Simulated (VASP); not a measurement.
Here is a VASP 6.6.1 calculation.

The input INCAR:

```
SYSTEM = TePt
PREC = Accurate
ENCUT = 600
EDIFF = 1E-7
ISMEAR = 0
SIGMA = 0.1
LREAL = .False.
LASPH = .True.
NELM = 60
ALGO = Fast
ISIF = 3
LWAVE = .False.
LCHARG = .False.
GGA = PS
IBRION = 2
NSW = 70
EDIFFG = -0.008
PSTRESS = 10.0
```

KPOINTS

```
regular mesh
0
Gamma
  12 12 8
  0 0 0
```

File POSCAR:

```
TePt
1.0
    4.2093827458      0.0000000000      0.0000000000
   -2.1046913729      3.6454323921      0.0000000000
    0.0000000000      0.0000000000      5.5235874647
Te Pt
2 2
Direct
    0.3333333333      0.6666666667      0.2500000000
    0.6666666667      0.3333333333      0.7500000000
    0.0000000000      0.0000000000      0.0000000000
    0.0000000000      0.0000000000      0.5000000000
```

Potentials or basis: VASP PAW PBE potentials, release 64 (Te, Pt).

The run is started by

```bash
$ cat potpaw_PBE.64/Te/POTCAR potpaw_PBE.64/Pt/POTCAR > POTCAR
$ mpirun -np 1 vasp_std > vasp.out
```

**Question.** Predict the space group after relaxing (to 0.1 Å).

**Answer.** P6_3/mmc (No. 194).

**Question.** Estimate the relaxed volume.

**Answer.** 21.23 Å³/atom.

Final structure:
```
Te Pt
1.0
     4.21176    0.00000    0.00000
    -2.10588    3.64749    0.00000
     0.00000    0.00000    5.52816
Te Pt
2 2
Direct
  0.33333 0.66667 0.25000
  0.66667 0.33333 0.75000
  0.00000 0.00000 0.00000
  0.00000 0.00000 0.50000
```

Caveat: the cell is relaxed towards a set pressure, so the run minimises the enthalpy, not the energy; the PAW data sets were made with another functional, which shifts forces and pressure a little.
